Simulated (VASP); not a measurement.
# Pt (Fm-3m) in VASP: notebook, part 3 of 3

VASP 6.6.1. The steps go on from the part before.

**4. Single point, LDA**

This run uses another cell than the first one, of 14.74 Å³/atom, 0.981 times its volume.

The input, INCAR:

```
  PREC = Accurate
  ENCUT = 500
  EDIFF = 1E-6
  ISMEAR = -1
  SIGMA = 0.05
  LREAL = False
  LASPH = True
  NELM = 120
  ALGO = Normal
  ISIF = 2
  LWAVE = False
  LCHARG = False
  GGA = CA
  NBANDS = 11
  GGA_COMPAT = False
```

The input, KPOINTS:

```
Automatic mesh
0
Gamma
  9 9 9
```

The input, POSCAR:

```
Pt
1.0
    0.0000000000      1.9460551012      1.9460551012
    1.9460551012      0.0000000000      1.9460551012
    1.9460551012      1.9460551012      0.0000000000
Pt
1
Direct
    0.0000000000      0.0000000000      0.0000000000
```

Potentials or basis: VASP PAW LDA potentials, release 64 (Pt).

Launch:

```sh
$ cat potpaw_LDA.64/Pt/POTCAR > POTCAR
$ mpirun -np 1 vasp_std > vasp.out
```

OUTCAR:

```text
PREC = Accurate
   ENCUT = 500
   EDIFF = 1E-6
   ISMEAR = -1
   LREAL = False
   LASPH = True
   NELM = 120
   ISIF = 2
   GGA = CA

 ion  position               nearest neighbor table
   1  0.000  0.000  0.000-

  LATTYP: Found a face centered cubic cell.
 ALAT       =     3.8921102024

  Lattice vectors:

 A1 = (   0.0000000000,   1.9460551012,   1.9460551012)
 A2 = (   1.9460551012,   0.0000000000,   1.9460551012)
 A3 = (   1.9460551012,   1.9460551012,   0.0000000000)

Analysis of symmetry for initial positions (statically):
=====================================================================
 Subroutine PRICEL returns:
 Original cell was already a primitive cell.

 Routine SETGRP: Setting up the symmetry group for a
 face centered cubic supercell.

 Subroutine GETGRP returns: Found 48 space group operations
 (whereof 48 operations were pure point group operations)
 out of a pool of 48 trial point group operations.

The static configuration has the point symmetry O_h .

Analysis of symmetry for dynamics (positions and initial velocities):
=====================================================================
 Subroutine PRICEL returns:
 Original cell was already a primitive cell.

 Routine SETGRP: Setting up the symmetry group for a
 face centered cubic supercell.

 Subroutine GETGRP returns: Found 48 space group operations
 (whereof 48 operations were pure point group operations)
 out of a pool of 48 trial point group operations.

The dynamic configuration has the point symmetry O_h .

 Subroutine INISYM returns: Found 48 space group operations
 (whereof 48 operations are pure point group operations),
 and found     1 'primitive' translations

----------------------------------------------------------------------------------------

                                     Primitive cell

[... 105 lines left out ...]
   IALGO  =     38    algorithm
   IMIX   =      4    mixing-type and parameters
     AMIX     =   0.40;   BMIX     =  1.00
     AMIX_MAG =   1.60;   BMIX_MAG =  1.00
  volume/ion in A,a.u.               =      14.74        99.47
  Fermi-wavevector in a.u.,A,eV,Ry     =   1.438499  2.718370 28.154273  2.069281
  Thomas-Fermi vector in A             =   2.557459
   LORBIT       =      0    0 simple, 1 ext, 2 COOP (PROOUT), +10 PAW based schemes
   GGA     = CA    functional components
   LHFCALC =     F    Hartree Fock is set to
   AEXX    =    0.0000 exact exchange contribution
   IVDW    =     0    specifies the selected vdW correction
   LEPSILON=     F    determine dielectric tensor
   LRPA    =     F    only Hartree local field effects (RPA)
 non-spin polarized calculation
  energy-cutoff  :      500.00
  volume of cell :       14.74
 maximum number of plane-waves:       385
   NGX =  9   NGY =  9   NGZ =  9

 number of electron      10.0000000 magnetization

 Free energy of the ion-electron system (eV)
  ---------------------------------------------------
  ext. energy  EPLUGINS =         0.00000000
  ---------------------------------------------------
  free energy    TOTEN  =        -7.54163292 eV

  energy without entropy =       -7.53066633  energy(sigma->0) =       -7.53614963

 E-fermi :  11.6174     XC(G=0): -13.8194

 val. band max:       11.5705545513   @ k =   0.4444   0.4444   0.0000
 cond. band min:      11.6271565105   @ k =   0.4444   0.1111   0.0000
 fundamental gap:      0.0566019592
 Fermi energy:        11.6174420256

 k-point     1 :       0.0000    0.0000    0.0000
  band No.  band energies     occupation
      1       1.0850      2.00000
      2       7.6315      2.00000
      3       7.6315      2.00000
      4       7.6315      2.00000
      5       9.9112      2.00000
      6       9.9112      2.00000
      7      26.1406      0.00000
      8      31.1962      0.00000
      9      31.1962      0.00000
     10      31.1962      0.00000
     11      36.7322      0.00000
[... 309 lines left out ...]
 k-point    24 :       0.4444    0.4444    0.0000
  band No.  band energies     occupation
      1       4.3062      2.00000
      2       4.7648      2.00000
      3      11.5706      1.43729
      4      11.8783      0.01080
      5      11.8783      0.01080
      6      12.4944      0.00000
      7      21.7849      0.00000
      8      23.4144      0.00000
      9      23.4144      0.00000
     10      31.8596      0.00000
     11      35.2036      0.00000

 [... further k-points ...]
[... 5 lines left out ...]
  --------------------------------------------------------------------------------------
  -------------------------------------------------------------------------------------
  Total        0.0739704      0.0739704      0.0739704      0.0000000      0.0000000     -0.0000000
  in kB        8.0403204      8.0403204      8.0403204      0.0000000      0.0000000     -0.0000000
  external PRESSURE =       8.0403204 kB  Pullay stress =       0.0000000 kB

 VOLUME and BASIS-vectors are now :
 -----------------------------------------------------------------------------
  energy-cutoff  :      500.00
  volume of cell :       14.74
      direct lattice vectors                 reciprocal lattice vectors
     0.000000000  1.946055101  1.946055101    -0.256930032  0.256930032  0.256930032
     1.946055101  0.000000000  1.946055101     0.256930032 -0.256930032  0.256930032
     1.946055101  1.946055101  0.000000000     0.256930032  0.256930032 -0.256930032

 POSITION                                       TOTAL-FORCE (eV/Angst)
 -----------------------------------------------------------------------------------
      0.00000      0.00000      0.00000         0.000000      0.000000      0.000000
 -----------------------------------------------------------------------------------
    total drift:                                0.000000      0.000000     -0.000000

  FREE ENERGIE OF THE ION-ELECTRON SYSTEM (eV)
  ---------------------------------------------------
  free  energy   TOTEN  =        -7.5416329247 eV

  energy  without entropy=       -7.5306663273  energy(sigma->0) =       -7.53614963
```

OSZICAR:

```text
N       E                     dE             d eps       ncg     rms          rms(c)
DAV:   1     0.348528056404E+02    0.34853E+02   -0.51152E+03   810   0.809E+02
DAV:   2    -0.736853403134E+01   -0.42221E+02   -0.40669E+02   898   0.171E+02
DAV:   3    -0.796437981045E+01   -0.59585E+00   -0.59488E+00   881   0.186E+01
DAV:   4    -0.796670973377E+01   -0.23299E-02   -0.23298E-02   901   0.141E+00
DAV:   5    -0.796672748748E+01   -0.17754E-04   -0.17752E-04   911   0.111E-01    0.141E+01
DAV:   6    -0.759028699296E+01    0.37644E+00   -0.89610E-01   848   0.732E+00    0.727E+00
DAV:   7    -0.754625668540E+01    0.44030E-01   -0.13277E-01   896   0.279E+00    0.263E+00
DAV:   8    -0.754170594104E+01    0.45507E-02   -0.34848E-03   854   0.570E-01    0.430E-01
DAV:   9    -0.754163011048E+01    0.75831E-04   -0.60130E-05   913   0.568E-02    0.107E-02
DAV:  10    -0.754163293394E+01   -0.28235E-05   -0.14009E-06   847   0.806E-03    0.546E-03
DAV:  11    -0.754163292467E+01    0.92672E-08   -0.25971E-08   493   0.131E-03
   1 F= -.75416329E+01 E0= -.75361496E+01  d E =-.109666E-01
```

It took 3.6 s on 1 thread of Intel Xeon 6975P-C, shared host; peak memory 0.12 GiB.

What came out:

- Free energy: -7.5416 eV
- Pressure: 0.8 GPa
- Band gap on the k mesh: zero (band 5 reaches 11.97 eV, above the bottom of band 6 at 9.82 eV)

Caveat: spin-orbit coupling is left out, which moves the levels of the heavy elements.

**5. Summary**

```csv
level,potentials or basis,cell,gap on the mesh (eV),pressure (GPa)
PBEsol,"VASP PAW PBE potentials, release 64 (Pt)","a = 2.769 Å, angles 60.0°, 1 atom",none,-0.4
RPBE,"VASP PAW PBE potentials, release 64 (Pt)","a = 2.822 Å, angles 60.0°, 1 atom",none,-0.5
LDA,"VASP PAW LDA potentials, release 64 (Pt)","a = 2.752 Å, angles 60.0°, 1 atom",none,0.8
```

Alike in all rows: task single point; no spin polarisation; k mesh 9 × 9 × 9; cutoff (eV) 500; smearing fermi-dirac 0.05 eV.

Caveats: spin-orbit coupling is left out, which moves the levels of the heavy elements; the PAW data sets were made with another functional, which shifts forces and pressure a little (some runs).

Total energies depend on the potentials used, so only differences within one code and one set of settings carry meaning.
